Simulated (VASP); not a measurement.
# H (P4/mmm) in VASP: notebook

H is run at these levels: LDA; tasks: single point.

Everything below comes from runs of VASP 6.6.1. Logs are shortened: lines on timing, memory, paths and dates and some standing lists are left out, and cuts for length are marked.

### Step 1. The cell of the first run

The structure is tetragonal, space group P4/mmm (No. 123). Conventional cell: a = 2.517 Å, b = 2.517 Å, c = 0.956 Å, α = 90.00°, β = 90.00°, γ = 90.00°. Within 1.3 Å of H (site symmetry 4/mmm) lie 2 H at 0.96 Å.

### Step 2. Single point, LDA (strain -0.050 along x and y, -0.025 along z)

The input, INCAR:

```
  PREC = Accurate
  ENCUT = 520
  EDIFF = 1E-6
  ISMEAR = 0
  SIGMA = 0.05
  LREAL = F
  LASPH = T
  NELM = 100
  ALGO = Normal
  ISIF = 2
  LWAVE = F
  LCHARG = F
  NBANDS = 6
```

The input, KPOINTS:

```
regular mesh
0
Gamma
  10 10 26
```

The input, POSCAR:

```
H
1.0
    2.5171568020      0.0000000000      0.0000000000
    0.0000000000      2.5171568020      0.0000000000
    0.0000000000      0.0000000000      0.9559805970
H
1
Direct
    0.0000000000      0.0000000000      0.5000000000
```

Potentials or basis: VASP PAW LDA potentials, release 64 (H).

Command:

```console
cat potpaw_LDA.64/H/POTCAR > POTCAR
mpirun -np 1 vasp_std > vasp.out
```

OUTCAR:

```text
PREC = Accurate
   ENCUT = 520
   EDIFF = 1E-6
   ISMEAR = 0
   LREAL = F
   LASPH = T
   NELM = 100
   ISIF = 2

 ion  position               nearest neighbor table
   1  0.000  0.000  0.500-

  LATTYP: Found a simple tetragonal cell.
 ALAT       =     2.5171568020
 C/A-ratio  =     0.3797858744

  Lattice vectors:

 A1 = (   2.5171568020,   0.0000000000,   0.0000000000)
 A2 = (   0.0000000000,   2.5171568020,   0.0000000000)
 A3 = (   0.0000000000,   0.0000000000,   0.9559805970)

Analysis of symmetry for initial positions (statically):
=====================================================================
 Subroutine PRICEL returns:
 Original cell was already a primitive cell.

 Routine SETGRP: Setting up the symmetry group for a
 simple tetragonal supercell.

 Subroutine GETGRP returns: Found 16 space group operations
 (whereof 16 operations were pure point group operations)
 out of a pool of 16 trial point group operations.

The static configuration has the point symmetry D_4h.

Analysis of symmetry for dynamics (positions and initial velocities):
=====================================================================
 Subroutine PRICEL returns:
 Original cell was already a primitive cell.

 Routine SETGRP: Setting up the symmetry group for a
 simple tetragonal supercell.

 Subroutine GETGRP returns: Found 16 space group operations
 (whereof 16 operations were pure point group operations)
 out of a pool of 16 trial point group operations.

The dynamic configuration has the point symmetry D_4h.

 Subroutine INISYM returns: Found 16 space group operations
 (whereof 16 operations are pure point group operations),
 and found     1 'primitive' translations

----------------------------------------------------------------------------------------

                                     Primitive cell

  volume of cell :       6.0572

  direct lattice vectors                    reciprocal lattice vectors
     2.517156802  0.000000000  0.000000000     0.397273622  0.000000000  0.000000000
     0.000000000  2.517156802  0.000000000     0.000000000  0.397273622  0.000000000
     0.000000000  0.000000000  0.955980597     0.000000000  0.000000000  1.046046335

  length of vectors
     2.517156802  2.517156802  0.955980597     0.397273622  0.397273622  1.046046335

  position of ions in fractional coordinates (direct lattice)
     0.000000000  0.000000000  0.500000000

  ion indices of the primitive-cell ions
   primitive index   ion index
                 1           1

----------------------------------------------------------------------------------------

 KPOINTS: regular mesh

Automatic generation of k-mesh.
 Grid dimensions read from file:
 generate k-points for:   10   10   26

 Generating k-lattice:

  Cartesian coordinates                     Fractional coordinates (reciprocal lattice)
     0.039727362  0.000000000  0.000000000     0.100000000  0.000000000  0.000000000
     0.000000000  0.039727362  0.000000000     0.000000000  0.100000000  0.000000000
     0.000000000  0.000000000  0.040232551     0.000000000  0.000000000  0.038461538

  Length of vectors
     0.039727362  0.039727362  0.040232551

  Shift w.r.t. Gamma in fractional coordinates (k-lattice)
     0.000000000  0.000000000  0.000000000

 Subroutine IBZKPT returns following result:
 ===========================================

 Found    294 irreducible k-points:

 Following reciprocal coordinates:
            Coordinates               Weight
  0.000000  0.000000  0.000000      1.000000
  0.100000  0.000000  0.000000      4.000000
  0.200000  0.000000  0.000000      4.000000
  0.300000  0.000000  0.000000      4.000000
  0.400000  0.000000  0.000000      4.000000
  0.500000  0.000000  0.000000      2.000000
[... 16 lines left out ...]
  0.100000  0.000000  0.038462      8.000000
  0.200000  0.000000  0.038462      8.000000
 [... further k-points ...]
   k-points           NKPTS =    294   k-points in BZ     NKDIM =    294   number of bands    NBANDS=      6
   number of dos      NEDOS =    301   number of ions     NIONS =      1
   total plane-waves  NPLWV =   3200
   dimension x,y,z NGX =    20 NGY =   20 NGZ =    8
   dimension x,y,z NGXF=    40 NGYF=   40 NGZF=   16
   ions per type =               1
   NGX,Y,Z   is equivalent  to a cutoff of  13.21, 13.21, 13.91 a.u.
   NGXF,Y,Z  is equivalent  to a cutoff of  26.42, 26.42, 27.82 a.u.
 SYSTEM =  unknown system
   PREC   = accura    normal or accurate (medium, high low for compatibility)
   ISTART =      0    job   : 0-new  1-cont  2-samecut
   ICHARG =      2    charge: 1-file 2-atom 10-const
   ISPIN  =      1    spin polarized calculation?
   LNONCOLLINEAR =      F non collinear calculations
   LSORBIT =      F    spin-orbit coupling
   LASPH  =      T    aspherical Exc in radial PAW
   ENCUT  =  520.0 eV  38.22 Ry    6.18 a.u.   4.68  4.68  1.78*2*pi/ulx,y,z
   NELM   =    100;   NELMIN=  2; NELMDL= -5     # of ELM steps
   EDIFF  = 0.1E-05   stopping-criterion for ELM
   LREAL  =      F    real-space projection
   EDIFFG = 0.1E-04   stopping-criterion for IOM
   NSW    =      0    number of steps for IOM
   IBRION =     -1    ionic relax: 0-MD 1-quasi-New 2-CG
   NFREE  =      0    steps in history (QN), initial steepest desc. (CG)
   ISIF   =      2    stress and relaxation
   ISYM   =      2    0-nonsym 1-usesym 2-fastsym
   POTIM  = 0.5000    time-step for ionic-motion
   TEBEG  =    0.0;   TEEND  =   0.0 temperature during run
   PSTRESS=    0.0 pullay stress
   NELECT =       1.0000    total number of electrons
   NUPDOWN=      -1.0000    fix difference up-down
   EMIN   =  10.00;   EMAX   =-10.00  energy-range for DOS
   EFERMI =   0.00;   METHOD = LEGACY
   ISMEAR =     0;   SIGMA  =   0.05  broadening in eV -4-tet -1-fermi 0-gaus
   EFERMI_NEDOS =   21; number of points for ismear=-14 and -15
   IALGO  =     38    algorithm
   IMIX   =      4    mixing-type and parameters
     AMIX     =   0.40;   BMIX     =  1.00
     AMIX_MAG =   1.60;   BMIX_MAG =  1.00
  volume/ion in A,a.u.               =       6.06        40.88
  Fermi-wavevector in a.u.,A,eV,Ry     =   0.898087  1.697138 10.973913  0.806560
  Thomas-Fermi vector in A             =   2.020752
   LORBIT       =      0    0 simple, 1 ext, 2 COOP (PROOUT), +10 PAW based schemes
   GGA     = CA    functional components
   LHFCALC =     F    Hartree Fock is set to
   AEXX    =    0.0000 exact exchange contribution
   IVDW    =     0    specifies the selected vdW correction
   LEPSILON=     F    determine dielectric tensor
   LRPA    =     F    only Hartree local field effects (RPA)
 non-spin polarized calculation
 Gauss-broadening in eV      SIGMA  =   0.05
  energy-cutoff  :      520.00
  volume of cell :        6.06
 maximum number of plane-waves:       180
 NGX is ok and might be reduce to    20
   NGX =  9   NGY =  9   NGZ =  3

 number of electron       1.0000000 magnetization

 Free energy of the ion-electron system (eV)
  ---------------------------------------------------
  ext. energy  EPLUGINS =         0.00000000
  ---------------------------------------------------
  free energy    TOTEN  =        -3.12232047 eV

  energy without entropy =       -3.12217405  energy(sigma->0) =       -3.12224726

 E-fermi :  -0.9329     XC(G=0):  -7.8426

 val. band max:       -0.9535435569   @ k =   0.5000   0.4000   0.2308
 cond. band min:      -0.9122376609   @ k =   0.1000   0.0000   0.2692
 fundamental gap:      0.0413058960
 Fermi energy:        -0.9328874822

 k-point     1 :       0.0000    0.0000    0.0000
  band No.  band energies     occupation
      1     -12.8736      2.00000
      2       9.2840      0.00000
      3      15.6885      0.00000
      4      15.6885      0.00000
      5      18.4450      0.00000
      6      38.1705      0.00000

 k-point     2 :       0.1000    0.0000    0.0000
  band No.  band energies     occupation
      1     -12.7282      2.00000
      2       8.1351      0.00000
      3      14.8425      0.00000
      4      15.8996      0.00000
      5      21.1813      0.00000
      6      34.6674      0.00000

 k-point     3 :       0.2000    0.0000    0.0000
  band No.  band energies     occupation
      1     -12.3194      2.00000
      2       5.6609      0.00000
      3      14.7821      0.00000
      4      16.5203      0.00000
      5      25.9359      0.00000
      6      30.9389      0.00000

 k-point     4 :       0.3000    0.0000    0.0000
  band No.  band energies     occupation
      1     -11.7415      2.00000
      2       3.2158      0.00000
      3      15.3957      0.00000
      4      17.4955      0.00000
      5      27.7511      0.00000
      6      28.6392      0.00000

 k-point     5 :       0.4000    0.0000    0.0000
  band No.  band energies     occupation
      1     -11.1908      2.00000
      2       1.4608      0.00000
      3      16.1873      0.00000
      4      18.6325      0.00000
      5      25.5176      0.00000
      6      26.0899      0.00000

 k-point     6 :       0.5000    0.0000    0.0000
  band No.  band energies     occupation
      1     -10.9530      2.00000
      2       0.8118      0.00000
      3      16.5864      0.00000
      4      19.2639      0.00000
      5      24.6371      0.00000
      6      24.9878      0.00000

 k-point     7 :       0.1000    0.1000    0.0000
  band No.  band energies     occupation
      1     -12.5841      2.00000
      2       7.5698      0.00000
      3      12.6425      0.00000
      4      18.3889      0.00000
      5      22.4094      0.00000
      6      30.8564      0.00000

 k-point     8 :       0.2000    0.1000    0.0000
  band No.  band energies     occupation
      1     -12.1790      2.00000
      2       5.6725      0.00000
      3      11.8518      0.00000
      4      19.9330      0.00000
      5      26.3324      0.00000
      6      27.1111      0.00000

 k-point     9 :       0.3000    0.1000    0.0000
  band No.  band energies     occupation
      1     -11.6076      2.00000
      2       3.3859      0.00000
      3      12.3233      0.00000
      4      21.0225      0.00000
      5      23.8375      0.00000
      6      31.8093      0.00000

 k-point    10 :       0.4000    0.1000    0.0000
  band No.  band energies     occupation
      1     -11.0646      2.00000
      2       1.6765      0.00000
      3      13.1755      0.00000
      4      21.2104      0.00000
      5      22.3251      0.00000
      6      30.7342      0.00000

 k-point    11 :       0.5000    0.1000    0.0000
  band No.  band energies     occupation
      1     -10.8312      2.00000
      2       1.0395      0.00000
      3      13.6493      0.00000
      4      20.3396      0.00000
      5      22.7456      0.00000
      6      29.7589      0.00000

 k-point    12 :       0.2000    0.2000    0.0000
  band No.  band energies     occupation
      1     -11.7856      2.00000
      2       5.2937      0.00000
      3       9.4451      0.00000
      4      22.7382      0.00000
      5      24.1124      0.00000
      6      28.3438      0.00000

 k-point    13 :       0.3000    0.2000    0.0000
  band No.  band energies     occupation
      1     -11.2344      2.00000
      2       3.8207      0.00000
      3       9.1017      0.00000
      4      19.8125      0.00000
      5      25.9007      0.00000
      6      32.7886      0.00000

 k-point    14 :       0.4000    0.2000    0.0000
  band No.  band energies     occupation
      1     -10.7149      2.00000
      2       2.3107      0.00000
      3       9.8141      0.00000
      4      17.3815      0.00000
      5      27.1765      0.00000
      6      36.1219      0.00000

 k-point    15 :       0.5000    0.2000    0.0000
  band No.  band energies     occupation
      1     -10.4926      2.00000
      2       1.7177      0.00000
      3      10.2991      0.00000
      4      16.3593      0.00000
      5      27.7402      0.00000
      6      35.1562      0.00000

 k-point    16 :       0.3000    0.3000    0.0000
  band No.  band energies     occupation
      1     -10.7154      2.00000
      2       4.0408      0.00000
      3       7.1204      0.00000
      4      16.5265      0.00000
      5      30.0893      0.00000
      6      35.1412      0.00000

 k-point    17 :       0.4000    0.3000    0.0000
  band No.  band energies     occupation
      1     -10.2326      2.00000
      2       3.2978      0.00000
      3       7.1744      0.00000
      4      13.9933      0.00000
      5      32.3995      0.00000
      6      39.9225      0.00000

 k-point    18 :       0.5000    0.3000    0.0000
  band No.  band energies     occupation
      1     -10.0282      2.00000
      2       2.8227      0.00000
      3       7.6304      0.00000
      4      12.8933      0.00000
      5      33.1554      0.00000
      6      40.9463      0.00000

 k-point    19 :       0.4000    0.4000    0.0000
  band No.  band energies     occupation
      1      -9.7904      2.00000
      2       4.2500      0.00000
      3       5.7186      0.00000
      4      11.3053      0.00000
      5      36.8932      0.00000
      6      42.4060      0.00000

 k-point    20 :       0.5000    0.4000    0.0000
  band No.  band energies     occupation
      1      -9.6055      2.00000
      2       4.2490      0.00000
      3       5.8727      0.00000
      4      10.0494      0.00000
      5      38.5503      0.00000
      6      46.3875      0.00000

 k-point    21 :       0.5000    0.5000    0.0000
  band No.  band energies     occupation
      1      -9.4298      2.00000
      2       5.2506      0.00000
      3       5.2506      0.00000
      4       8.5752      0.00000
      5      41.6673      0.00000
      6      47.9197      0.00000

 k-point    22 :       0.0000    0.0000    0.0385
  band No.  band energies     occupation
      1     -12.6319      2.00000
      2       9.5254      0.00000
      3      15.9320      0.00000
      4      15.9320      0.00000
      5      18.6885      0.00000
      6      38.4123      0.00000

 k-point    23 :       0.1000    0.0000    0.0385
  band No.  band energies     occupation
      1     -12.4866      2.00000
      2       8.3769      0.00000
      3      15.0856      0.00000
      4      16.1432      0.00000
      5      21.4247      0.00000
      6      34.9101      0.00000

 k-point    24 :       0.2000    0.0000    0.0385
  band No.  band energies     occupation
      1     -12.0778      2.00000
      2       5.9035      0.00000
      3      15.0247      0.00000
      4      16.7639      0.00000
      5      26.1791      0.00000
      6      31.1819      0.00000

 [... further k-points ...]
[... 5 lines left out ...]
  --------------------------------------------------------------------------------------
  -------------------------------------------------------------------------------------
  Total        0.0170260      0.0170260      0.5457876      0.0000000      0.0000000     -0.0000000
  in kB        4.5035447      4.5035447    144.3658971      0.0000000      0.0000000     -0.0000000
  external PRESSURE =      51.1243288 kB  Pullay stress =       0.0000000 kB

 VOLUME and BASIS-vectors are now :
 -----------------------------------------------------------------------------
  energy-cutoff  :      520.00
  volume of cell :        6.06
      direct lattice vectors                 reciprocal lattice vectors
     2.517156802  0.000000000  0.000000000     0.397273622  0.000000000  0.000000000
     0.000000000  2.517156802  0.000000000     0.000000000  0.397273622  0.000000000
     0.000000000  0.000000000  0.955980597     0.000000000  0.000000000  1.046046335

 POSITION                                       TOTAL-FORCE (eV/Angst)
 -----------------------------------------------------------------------------------
      0.00000      0.00000      0.47799         0.000000      0.000000      0.000000
 -----------------------------------------------------------------------------------
    total drift:                               -0.000000      0.000000     -0.000000

  FREE ENERGIE OF THE ION-ELECTRON SYSTEM (eV)
  ---------------------------------------------------
  free  energy   TOTEN  =        -3.1223204726 eV

  energy  without entropy=       -3.1221740500  energy(sigma->0) =       -3.12224726
```

Run time: 5.9 s. Hardware: 1 thread of Intel Xeon 6975P-C (Granite Rapids), shared host; peak memory 0.11 GiB.

What came out:

```
Free energy : -3.1223 eV
Pressure    : 5.1 GPa
```

Stress tensor (GPa, compression positive):
```
 0.45  0.00  0.00
 0.00  0.45  0.00
 0.00  0.00 14.44
```

Levels at points of the mesh, in eV from the Fermi level:
| k point | band 1 | band 2 | band 3 | band 4 | band 5 |
| --- | --- | --- | --- | --- | --- |
| (0.00, 0.00, 0.00) | -11.94 | 10.22 | 16.62 | 16.62 | 19.38 |
| (0.50, 0.00, 0.00) | -10.02 | 1.74 | 17.52 | 20.20 | 25.57 |
| (0.50, 0.50, 0.00) | -8.50 | 6.18 | 6.18 | 9.51 | 42.60 |
| (0.00, 0.00, 0.50) | 25.42 | 32.34 | 49.06 | 54.54 | 57.35 |
| (0.50, 0.00, 0.50) | 26.64 | 35.23 | 42.73 | 43.06 | 56.91 |
| (0.50, 0.50, 0.50) | 27.61 | 37.65 | 47.08 | 47.08 | 47.59 |

Caveat: the cell differs from its parent crystal (strain -0.050 along x and y, -0.025 along z).

### Step 3. Single point, LDA (strain -0.050 along x and y, +0.025 along z)

The input, INCAR:

```
PREC = Accurate ; ENCUT = 520
EDIFF = 1E-6 ; ISMEAR = 0
SIGMA = 0.05 ; LREAL = F
LASPH = T ; NELM = 80
ALGO = Normal ; ISIF = 2
LWAVE = F ; LCHARG = F
GGA = CA ; NBANDS = 6
```

The input, KPOINTS:

```
Automatic mesh
0
Gamma
  10 10 26
```

POSCAR, as its differences from that of step 2:

```diff
@@ -4,3 +4,3 @@
     0.0000000000      2.5171568020      0.0000000000
-    0.0000000000      0.0000000000      0.9559805970
+    0.0000000000      0.0000000000      1.0050052430
 H
```

Potentials or basis: VASP PAW LDA potentials, release 64 (H).

Command:

```console
cat potpaw_LDA.64/H/POTCAR > POTCAR
mpirun -np 1 vasp_std > vasp.out
```

It took 5.3 s on 1 thread of Intel Xeon 6975P-C (Granite Rapids), shared host; peak memory 0.11 GiB.

The run converged. Its results:

```yaml
Free_energy: -3.1338 eV
Pressure: -1.2 GPa
```

Stress tensor (GPa, compression positive):
```
-0.72  0.00  0.00
 0.00 -0.72  0.00
 0.00  0.00 -2.24
```

Levels at points of the mesh, in eV from the Fermi level:
```tsv
k point	band 1	band 2	band 3	band 4
(0.00, 0.00, 0.00)	-11.00	11.00	17.27	17.27
(0.50, 0.00, 0.00)	-8.99	2.31	18.24	20.89
(0.50, 0.50, 0.00)	-7.39	6.78	6.78	10.03
(0.00, 0.00, 0.50)	22.48	29.33	45.87	51.51
(0.50, 0.00, 0.50)	23.77	32.35	39.36	39.72
(0.50, 0.50, 0.50)	24.78	34.90	43.73	43.73
```

Caveat: the cell differs from its parent crystal (strain -0.050 along x and y, +0.025 along z).
